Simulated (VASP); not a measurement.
Bi, 1 atom in the cell. It takes space group Im-3m (No. 229, cubic). The conventional cell has a = 3.614 Å, b = 3.614 Å, c = 3.614 Å, α = 90.00°, β = 90.00°, γ = 90.00°. Bi (site symmetry m-3m) has 14 Bi at 3.13 to 3.61 Å within 4.1 Å. This isn't the form of Bi at room conditions, which is rhombohedral.

```yaml
Program: VASP 6.6.1
Task: relaxation of cell and atoms
Functional: PBE
Potentials_or_basis: VASP PAW PBE potentials, release 64 (Bi_d)
Cutoff: 600 eV
k_mesh: 13 × 13 × 13
Occupations: fermi-dirac, width 0.08 eV
Spin: no spin polarisation
Dipole_correction: no
Further_INCAR_settings: ALGO = Normal; EDIFF = 1e-06; IBRION = 2; EDIFFG = -0.005; NSW = 100; ISIF = 3
```

Potentials or basis: VASP PAW PBE potentials, release 64 (Bi_d).

The run is started by

```console
$ cat potpaw_PBE.64/Bi_d/POTCAR > POTCAR
$ mpirun -np 1 vasp_std > vasp.out
```

Hardware: 1 thread of Intel(R) Xeon(R) 6975P-C (Granite Rapids) (shared host).

Question: Estimate the wall time of this run.

Answer: Wall time 99 s on 1 thread of Intel(R) Xeon(R) 6975P-C (Granite Rapids), on a shared host, peak memory 0.18 GiB. Counts: scf iterations 107, k points 84, ion steps 23.
